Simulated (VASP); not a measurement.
# GaN (F-43m) in VASP: notebook

Aim: see how the results for GaN move with the level of theory and the settings. Levels: PBE, r2SCAN. Tasks: G0W0 quasiparticle levels, dielectric tensor.

Program: VASP 6.6.1. These are calculated values, not measurements. Logs are shortened: lines on timing, memory, paths and dates and some standing lists are left out, and cuts for length are marked.

## Step 1: The cell of the first run

It takes space group F-43m (No. 216, cubic). Conventional cell: a = 4.498 Å, b = 4.498 Å, c = 4.498 Å, α = 90.00°, β = 90.00°, γ = 90.00°. Ga (site symmetry -43m) has 4 N at 1.95 Å within 2.6 Å. N (site symmetry -43m) has 4 Ga at 1.95 Å within 2.6 Å.

## Step 2: G0W0 quasiparticle levels, PBE

Contents of POSCAR:

```
GaN
1.0
    0.0000000000      2.2489525403      2.2489525403
    2.2489525403      0.0000000000      2.2489525403
    2.2489525403      2.2489525403      0.0000000000
Ga N
1 1
Direct
    0.0000000000      0.0000000000      0.0000000000
    0.2500000000      0.2500000000      0.2500000000
```

Contents of INCAR.step1:

```
SYSTEM = GaN
ALGO = Normal
EDIFF = 1E-8
ENCUT = 500
GGA = PE
ISMEAR = 0
LASPH = .True.
LCHARG = .False.
LREAL = .False.
LWAVE = .True.
NELM = 100
PREC = Accurate
SIGMA = 0.01
```

Contents of INCAR.step2:

```
SYSTEM = GaN
ALGO = Exact
EDIFF = 1E-8
ENCUT = 500
GGA = PE
ISMEAR = 0
ISTART = 1
LASPH = .True.
LCHARG = .False.
LOPTICS = .True.
LREAL = .False.
LWAVE = .True.
NBANDS = 76
NELM = 1
PREC = Accurate
SIGMA = 0.01
```

Contents of INCAR.step3:

```
SYSTEM = GaN
ALGO = EVGW0
EDIFF = 1E-8
ENCUT = 500
ENCUTGW = 120.0
GGA = PE
ISMEAR = 0
ISTART = 1
LASPH = .True.
LCHARG = .False.
LREAL = .False.
LWAVE = .False.
NBANDS = 76
NBANDSGW = 17
NELMGW = 1
NOMEGA = 96
OMEGAMAX = 30
PREC = Accurate
PRECFOCK = Fast
SIGMA = 0.01
```

Contents of KPOINTS:

```
k-points
0
Gamma
  6 6 6
  0 0 0
```

Potentials or basis: VASP PAW PBE potentials, release 64 (Ga_d_GW, N_GW).

On the command line:

```
$ cat potpaw_PBE.64/Ga_d_GW/POTCAR potpaw_PBE.64/N_GW/POTCAR > POTCAR
$ cp INCAR.step1 INCAR
$ mpirun -np 1 vasp_std > vasp.out
$ cp INCAR.step2 INCAR
$ mpirun -np 1 vasp_std > vasp.out
$ cp INCAR.step3 INCAR
$ mpirun -np 1 vasp_std > vasp.out
```

OUTCAR:

```text
SYSTEM = GaN
   EDIFF = 1E-8
   ENCUT = 500
   ENCUTGW = 120.0
   GGA = PE
   ISMEAR = 0
   ISTART = 1
   LASPH = .True.
   LREAL = .False.
   NELMGW = 1
   PREC = Accurate
   PRECFOCK = Fast

 ion  position               nearest neighbor table
   1  0.000  0.000  0.000-   2 1.95   2 1.95   2 1.95   2 1.95
   2  0.250  0.250  0.250-   1 1.95   1 1.95   1 1.95   1 1.95

  LATTYP: Found a face centered cubic cell.
 ALAT       =     4.4979050806

  Lattice vectors:

 A1 = (   0.0000000000,   2.2489525403,   2.2489525403)
 A2 = (   2.2489525403,   0.0000000000,   2.2489525403)
 A3 = (   2.2489525403,   2.2489525403,   0.0000000000)

Analysis of symmetry for initial positions (statically):
=====================================================================
 Subroutine PRICEL returns:
 Original cell was already a primitive cell.

 Routine SETGRP: Setting up the symmetry group for a
 face centered cubic supercell.

 Subroutine GETGRP returns: Found 24 space group operations
 (whereof 24 operations were pure point group operations)
 out of a pool of 48 trial point group operations.

The static configuration has the point symmetry T_d .

Analysis of symmetry for dynamics (positions and initial velocities):
=====================================================================
 Subroutine PRICEL returns:
 Original cell was already a primitive cell.

 Routine SETGRP: Setting up the symmetry group for a
 face centered cubic supercell.

 Subroutine GETGRP returns: Found 24 space group operations
 (whereof 24 operations were pure point group operations)
 out of a pool of 48 trial point group operations.

The dynamic configuration has the point symmetry T_d .

 Subroutine INISYM returns: Found 24 space group operations
 (whereof 24 operations are pure point group operations),
 and found     1 'primitive' translations

----------------------------------------------------------------------------------------

                                     Primitive cell

  volume of cell :      22.7494

  direct lattice vectors                    reciprocal lattice vectors
     0.000000000  2.248952540  2.248952540    -0.222325723  0.222325723  0.222325723
     2.248952540  0.000000000  2.248952540     0.222325723 -0.222325723  0.222325723
     2.248952540  2.248952540  0.000000000     0.222325723  0.222325723 -0.222325723

[... 54 lines left out ...]
 -0.333333  0.333333  0.166667     24.000000
 -0.333333  0.500000  0.166667     12.000000
   k-points           NKPTS =     16   k-points in BZ     NKDIM =    216   number of bands    NBANDS=     76
   number of dos      NEDOS =    301   number of ions     NIONS =      2
   total plane-waves  NPLWV =  13824
   dimension x,y,z NGX =    24 NGY =   24 NGZ =   24
   dimension x,y,z NGXF=    48 NGYF=   48 NGZF=   48
   ions per type =               1   1
   NGX,Y,Z   is equivalent  to a cutoff of  12.54, 12.54, 12.54 a.u.
   NGXF,Y,Z  is equivalent  to a cutoff of  25.09, 25.09, 25.09 a.u.
 SYSTEM =  GaN
   PREC   = accura    normal or accurate (medium, high low for compatibility)
   ISTART =      1    job   : 0-new  1-cont  2-samecut
   ICHARG =      0    charge: 1-file 2-atom 10-const
   ISPIN  =      1    spin polarized calculation?
   LNONCOLLINEAR =      F non collinear calculations
   LSORBIT =      F    spin-orbit coupling
   LASPH  =      T    aspherical Exc in radial PAW
   ENCUT  =  500.0 eV  36.75 Ry    6.06 a.u.   5.80  5.80  5.80*2*pi/ulx,y,z
   NELM   =     60;   NELMIN=  2; NELMDL=  0     # of ELM steps
   EDIFF  = 0.1E-07   stopping-criterion for ELM
   LREAL  =      F    real-space projection
   EDIFFG = 0.1E-06   stopping-criterion for IOM
   NSW    =      0    number of steps for IOM
   IBRION =     -1    ionic relax: 0-MD 1-quasi-New 2-CG
   NFREE  =      0    steps in history (QN), initial steepest desc. (CG)
   ISIF   =      0    stress and relaxation
   ISYM   =      3    0-nonsym 1-usesym 2-fastsym
   POTIM  = 0.5000    time-step for ionic-motion
   TEBEG  =    0.0;   TEEND  =   0.0 temperature during run
   PSTRESS=    0.0 pullay stress
   NELECT =      18.0000    total number of electrons
   NUPDOWN=      -1.0000    fix difference up-down
   EMIN   =  10.00;   EMAX   =-10.00  energy-range for DOS
   EFERMI =   0.00;   METHOD = LEGACY
   ISMEAR =     0;   SIGMA  =   0.01  broadening in eV -4-tet -1-fermi 0-gaus
   EFERMI_NEDOS =   21; number of points for ismear=-14 and -15
   IALGO  =     38    algorithm
   IMIX   =      4    mixing-type and parameters
     AMIX     =   0.40;   BMIX     =  1.00
     AMIX_MAG =   1.60;   BMIX_MAG =  1.00
  volume/ion in A,a.u.               =      11.37        76.76
  Fermi-wavevector in a.u.,A,eV,Ry     =   1.514173  2.861371 31.194330  2.292719
  Thomas-Fermi vector in A             =   2.623866
   LORBIT       =      0    0 simple, 1 ext, 2 COOP (PROOUT), +10 PAW based schemes
   GGA     = PE    functional components
   LHFCALC =     T    Hartree Fock is set to
   PRECFOCK=fast      Normal, Fast or Accurate (Low or Medium for compatibility)
   ENCUT4O =  -1.0   cutoff for four orbital integrals eV
   NKREDX  =     1    reduce k-point grid by
   NKREDY  =     1    reduce k-point grid by
   NKREDZ  =     1    reduce k-point grid by
   AEXX    =    1.0000 exact exchange contribution
   HFSCREEN=    0.0000 screening length (either q_TF or 0.3 A-1)
   HFSCREENC=   0.0000 screening length for correlation (either q_TF or 0.3 A-1)
   ENCUTFOCK=  -1.0 apply spherical cutoff to Coloumb kernel
   IVDW    =     0    specifies the selected vdW correction
   LEPSILON=     F    determine dielectric tensor
   LRPA    =     F    only Hartree local field effects (RPA)
   LRPAFORCE           =     F    calculate RPA forces
   ENCUTGW             = 120.0    cutoff for response function in eV
   ENCUTGWSOFT         =  96.0    soft cutoff for Coulomb kernel in GW response function in eV
   ENCUTLF             =  -1.0    cutoff for local field effects
   NELMGW              =     1    number of iterations in solving QP/BSE equation
   NELMHF              =     1    number of iterations in the inner HF iteration
   NKREDLFX            =     1    NKREDLFY  =   1   NKREDLFZ  =   1
 non-spin polarized calculation
 Gauss-broadening in eV      SIGMA  =   0.01
  energy-cutoff  :      500.00
  volume of cell :       22.75
 maximum number of plane-waves:       589
  NGX = 14; NGY = 14; NGZ = 14
   NGX = 11   NGY = 11   NGZ = 11
 maximum number of plane-waves:        73
 NGX is ok and might be reduce to    14

 QP shifts <psi_nk| G(iteration)W_0 |psi_nk>: iteration 1
 for sc-GW calculations column KS-energies equals QP-energies in previous step
 and V_xc(KS)=  KS-energies - (<T + V_ion + V_H > + <T+V_H+V_ion>^1  + <V_x>^1)

 k-point   1 :       0.0000    0.0000    0.0000
  band No.  KS-energies  QP-energies   sigma(KS)   V_xc(KS)     V^pw_x(r,r')   Z            occupation Imag(sigma)

      1     -10.8176     -11.8048     -16.3473     -14.8634     -24.6039       0.6653       2.0000       1.0747
      2      -8.3324     -11.4182     -25.7234     -21.4817     -34.7834       0.7275       2.0000       0.2229
      3      -8.3324     -11.4182     -25.7234     -21.4817     -34.7834       0.7275       2.0000       0.2229
      4      -8.3324     -11.4182     -25.7234     -21.4817     -34.7834       0.7275       2.0000       0.2229
      5      -8.0098     -11.2159     -26.1675     -21.8059     -35.1839       0.7351       2.0000       0.1642
      6      -8.0098     -11.2159     -26.1675     -21.8059     -35.1839       0.7351       2.0000       0.1642
[... 311 lines left out ...]
      3      -8.1270     -11.2901     -26.0264     -21.7105     -35.1098       0.7329       2.0000       0.2057
      4      -8.0187     -11.2063     -26.1931     -21.8548     -35.2823       0.7348       2.0000       0.1962
      5      -7.9702     -11.1784     -26.2113     -21.8510     -35.2531       0.7358       2.0000       0.1702
      6      -6.1021      -8.1577     -22.6158     -19.7889     -30.7682       0.7272       2.0000       0.4432
[... 9 lines left out ...]
     16      28.2112      29.2122     -11.5356     -12.8017      -4.5395       0.7906       0.0000      -1.1095
     17      29.6287      30.7285     -11.1046     -12.4777      -4.5656       0.8009       0.0000      -0.9535
```

OUTCAR.step1:

```text
SYSTEM = GaN
   EDIFF = 1E-8
   ENCUT = 500
   GGA = PE
   ISMEAR = 0
   LASPH = .True.
   LREAL = .False.
[... 465 lines left out ...]
      0.00000      0.00000      0.00000        -0.000000     -0.000000     -0.000000
      1.12448      1.12448      1.12448         0.000000      0.000000      0.000000
 -----------------------------------------------------------------------------------
    total drift:                                0.000016      0.000016      0.000016

  FREE ENERGIE OF THE ION-ELECTRON SYSTEM (eV)
  ---------------------------------------------------
  free  energy   TOTEN  =       -12.1358659198 eV

  energy  without entropy=      -12.1358659198  energy(sigma->0) =      -12.13586592
```

Run time: 5.8 min. Hardware: 1 thread of AMD EPYC 9R45 (Zen 5), shared host; peak memory 0.36 GiB.

Results:

```yaml
Quasiparticle_gap: 2.89 eV
Least_direct_quasiparticle_gap: 2.89 eV
Band_gap_of_the_starting_levels_on_the_mesh: 1.77 eV
Least_direct_gap_of_the_starting_levels_on_the_mesh: 1.77 eV
```

Caveat: the k points lie up to 0.40 Å⁻¹ apart; the cutoff is under 1.25 times the usual one of these potentials, so pressure, stress and relaxed cells hold a basis-set (Pulay) error; bands, screening cutoff and mesh are small and nothing is extrapolated, so the quasiparticle values aren't converged; the structure was generated, so it needn't be the stable form of GaN.

## Step 3: Dielectric tensor, r2SCAN

Contents of INCAR:

```
PREC = Accurate ; ENCUT = 520
EDIFF = 1E-8 ; ISMEAR = 0
SIGMA = 0.01 ; LREAL = F
LASPH = T ; NELM = 80
ALGO = Normal ; ISIF = 2
LWAVE = F ; LCHARG = F
METAGGA = R2SCAN ; LMIXTAU = T
LCALCEPS = T
```

Contents of KPOINTS:

```
Automatic mesh
0
Gamma
  8 8 8
```

POSCAR is that of step 2.

Potentials or basis: VASP PAW PBE potentials, release 64 (Ga_d, N).

On the command line:

```
$ cat potpaw_PBE.64/Ga_d/POTCAR potpaw_PBE.64/N/POTCAR > POTCAR
$ mpirun -np 1 vasp_std > vasp.out
```

OUTCAR:

```text
PREC = Accurate
   ENCUT = 520
   EDIFF = 1E-8
   ISMEAR = 0
   LREAL = F
   LASPH = T
   NELM = 80
   ISIF = 2
   METAGGA = R2SCAN

 ion  position               nearest neighbor table
   1  0.000  0.000  0.000-   2 1.95   2 1.95   2 1.95   2 1.95
   2  0.250  0.250  0.250-   1 1.95   1 1.95   1 1.95   1 1.95

  LATTYP: Found a face centered cubic cell.
 ALAT       =     4.4979050806

  Lattice vectors:

 A1 = (   0.0000000000,   2.2489525403,   2.2489525403)
 A2 = (   2.2489525403,   0.0000000000,   2.2489525403)
 A3 = (   2.2489525403,   2.2489525403,   0.0000000000)

Analysis of symmetry for initial positions (statically):
=====================================================================
 Subroutine PRICEL returns:
 Original cell was already a primitive cell.

 Routine SETGRP: Setting up the symmetry group for a
 face centered cubic supercell.

 Subroutine GETGRP returns: Found 24 space group operations
 (whereof 24 operations were pure point group operations)
 out of a pool of 48 trial point group operations.

The static configuration has the point symmetry T_d .

Analysis of symmetry for dynamics (positions and initial velocities):
=====================================================================
 Subroutine PRICEL returns:
 Original cell was already a primitive cell.

 Routine SETGRP: Setting up the symmetry group for a
 face centered cubic supercell.

 Subroutine GETGRP returns: Found 24 space group operations
 (whereof 24 operations were pure point group operations)
 out of a pool of 48 trial point group operations.

[... 531 lines left out ...]
      4      -8.4185      2.00000
      5      -8.3635      2.00000
      6      -6.9748      2.00000
      7      -1.4682      2.00000
      8       2.0044      2.00000
      9       3.2560      2.00000
     10   10000.0000      0.00000
     11   10000.0000      0.00000
     12   10000.0000      0.00000
     13   10000.0000      0.00000

 [... further k-points ...]

------------------------ aborting loop because EDIFF is reached ----------------------------------------

            Ionic dipole moment: p[ion]=(     5.62238     5.62238     5.62238 ) |e| Angst

 Total electronic dipole moment: p[elc]=(    -0.00019    -0.00019     0.00535 ) |e| Angst

 MACROSCOPIC STATIC DIELECTRIC TENSOR (including local field effects)
 ------------------------------------------------------
           5.407179    -0.000000     0.000000
           0.000000     5.407179    -0.000000
          -0.000000     0.000000     5.407179
 ------------------------------------------------------

 PIEZOELECTRIC TENSOR (including local field effects) (e Angst)
          XX          YY          ZZ          XY          YZ          ZX
  --------------------------------------------------------------------------------
  x     0.00000    -0.00000    -0.00000     0.00000    -1.42405     0.00000
  y     0.00000     0.00000     0.00000    -0.00000     0.00000    -1.42405
  z    -0.00000    -0.00000     0.00000    -1.42405     0.00000     0.00000

 PIEZOELECTRIC TENSOR (including local field effects) (C/m^2)
          XX          YY          ZZ          XY          YZ          ZX
  --------------------------------------------------------------------------------
  x     0.00000    -0.00000    -0.00000     0.00000    -1.00292     0.00000
  y     0.00000     0.00000     0.00000    -0.00000     0.00000    -1.00292
  z    -0.00000    -0.00000     0.00000    -1.00292     0.00000     0.00000

 BORN EFFECTIVE CHARGES (including local field effects) (in |e|, cummulative output)
 ---------------------------------------------------------------------------------
 ion    1
    1     2.66513    -0.00000     0.00000
    2     0.00000     2.66513     0.00000
    3    -0.00000    -0.00000     2.66513
 ion    2
    1    -2.66513     0.00000     0.00000
    2     0.00000    -2.66513     0.00000
    3     0.00000     0.00000    -2.66513

  FORCE on cell =-STRESS in cart. coord.  units (eV):
  Direction    XX          YY          ZZ          XY          YZ          ZX
  --------------------------------------------------------------------------------------
  -------------------------------------------------------------------------------------
  Total        0.1555291      0.1555291      0.1555291     -0.0000000      0.0000000     -0.0000000
  in kB       10.9534634     10.9534634     10.9534634     -0.0000000      0.0000000     -0.0000000
  external PRESSURE =      10.9534634 kB  Pullay stress =       0.0000000 kB

 VOLUME and BASIS-vectors are now :
 -----------------------------------------------------------------------------
  energy-cutoff  :      520.00
  volume of cell :       22.75
      direct lattice vectors                 reciprocal lattice vectors
     0.000000000  2.248952540  2.248952540    -0.222325723  0.222325723  0.222325723
     2.248952540  0.000000000  2.248952540     0.222325723 -0.222325723  0.222325723
     2.248952540  2.248952540  0.000000000     0.222325723  0.222325723 -0.222325723

 POSITION                                       TOTAL-FORCE (eV/Angst)
 -----------------------------------------------------------------------------------
      0.00000      0.00000      0.00000         0.000000     -0.000000      0.000000
      1.12448      1.12448      1.12448        -0.000000      0.000000     -0.000000
 -----------------------------------------------------------------------------------
    total drift:                                0.000008      0.000008      0.000008

  FREE ENERGIE OF THE ION-ELECTRON SYSTEM (eV)
  ---------------------------------------------------
  free  energy   TOTEN  =       -21.8960736780 eV

  energy  without entropy=      -21.8960736780  energy(sigma->0) =      -21.89607368
```

OSZICAR:

```text
N       E                     dE             d eps       ncg     rms          rms(c)
DAV:   1     0.789818541650E+02    0.78982E+02   -0.10158E+04   802   0.256E+03
DAV:   2    -0.194575052513E+02   -0.98439E+02   -0.91932E+02   859   0.381E+02
DAV:   3    -0.266993400014E+02   -0.72418E+01   -0.71971E+01   844   0.920E+01
[... 12 lines left out ...]
DMP:  10    -0.218960735392E+02   -0.10153E-06   -0.79264E-07  1950   0.107E-06   0.176E-06
DMP:  11    -0.218960736000E+02   -0.60859E-07   -0.44144E-07  1950   0.549E-07   0.107E-06
DMP:  12    -0.218960736342E+02   -0.34185E-07   -0.25939E-07  1950   0.331E-07   0.611E-07
DMP:  13    -0.218960736552E+02   -0.20977E-07   -0.17038E-07  1950   0.213E-07   0.409E-07
DMP:  14    -0.218960736692E+02   -0.14060E-07   -0.10557E-07  1950   0.118E-07   0.281E-07
DMP:  15    -0.218960736780E+02   -0.87407E-08   -0.62040E-08  1950   0.665E-08   0.171E-07
   1 F= -.21896074E+02 E0= -.21896074E+02  d E =-.355885E-17
```

Wall time 25 min (1 thread of AMD EPYC 9R45 (Zen 5), shared host); peak memory 0.28 GiB.

What came out:

| Item | Value |
| --- | --- |
| Band gap on the k mesh | 2.16 eV |
| Electronic dielectric tensor (diagonal) | 5.41 |
| Born charges (mean of the diagonal) | Ga +2.67; N -2.67 e |

Levels at points of the mesh, in eV from the valence-band top:
| k point | band 6 | band 7 | band 8 | band 9 | band 10 | band 11 | band 12 | band 13 |
| --- | --- | --- | --- | --- | --- | --- | --- | --- |
| (0.00, 0.00, 0.00) | -13.48 | 0.00 | 0.00 | 0.00 | 2.16 | 11.04 | 11.04 | 11.04 |
| (0.50, 0.00, 0.00) | -12.35 | -7.20 | -1.00 | -1.00 | 5.21 | 9.47 | 11.03 | 11.03 |
| (0.50, 0.50, 0.00) | -11.97 | -6.24 | -2.80 | -2.80 | 3.77 | 7.28 | 12.63 | 15.01 |

Electronic dielectric tensor:
```
5.41 0.00 0.00
0.00 5.41 0.00
0.00 0.00 5.41
```

Born effective charge tensors (e):
atom 1, Ga
```
2.67 0.00 0.00
0.00 2.67 0.00
0.00 0.00 2.67
```
atom 2, N
```
-2.67  0.00  0.00
 0.00 -2.67  0.00
 0.00  0.00 -2.67
```

Dipole moments of the cell (e·Å, modulo the quantum): ionic 5.622, 5.622, 5.622; electronic 0.000, 0.000, 0.005

Caveat: the structure was generated, so it needn't be the stable form of GaN; the PAW data sets were made with another functional, which shifts forces and pressure a little.
